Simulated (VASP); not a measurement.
Runs of VASP 6.6.1 on TiH5. The structure is that of space group I4/mmm (No. 139), or close to it. The cells are those of the table. The cell was generated, and may not be a known phase.

```tsv
task	cell	k mesh	cutoff (eV)	gap on the mesh (eV)	pressure (GPa)	relaxed volume (Å³/atom)
single point	a = 3.509 Å, angles 115.7, 115.7, 97.7°, 6 atoms	14 × 14 × 14	520	none	-0.2	-
single point	a = 3.991 Å, angles 115.3, 115.3, 98.4°, 6 atoms	6 × 6 × 6	520	none	(a)	-
relaxation of cell and atoms	relaxed from a = 3.991 Å, angles 115.3, 115.3, 98.4°, 6 atoms	6 × 6 × 6	600	none	0.0	5.36
single point	a = 3.510 Å, angles 116.1, 116.1, 96.9°, 6 atoms	6 × 6 × 6	520	none	-0.2	-
relaxation of cell and atoms	relaxed from a = 3.510 Å, angles 116.1, 116.1, 96.9°, 6 atoms	14 × 14 × 14	600	none	0.1	5.37
```

Alike in all rows: level PBE; potentials or basis VASP PAW PBE potentials, release 64 (Ti_sv, H); no spin polarisation; smearing gaussian 0.1 eV.

Problem. Estimate the missing entries.

Solution. (a) -19.3.

Caveats: some runs use coarse meshes; an odd number of electrons without spin polarisation forces a metal; a magnetic or distorted state may lie lower; the stress differs along the axes, from -23 to -17 GPa (at least some runs); the volume moved by over 15 % at a fixed basis, so the end points are rough (at least some runs).

A gap of «none» marks levels without a gap at the run's occupations.
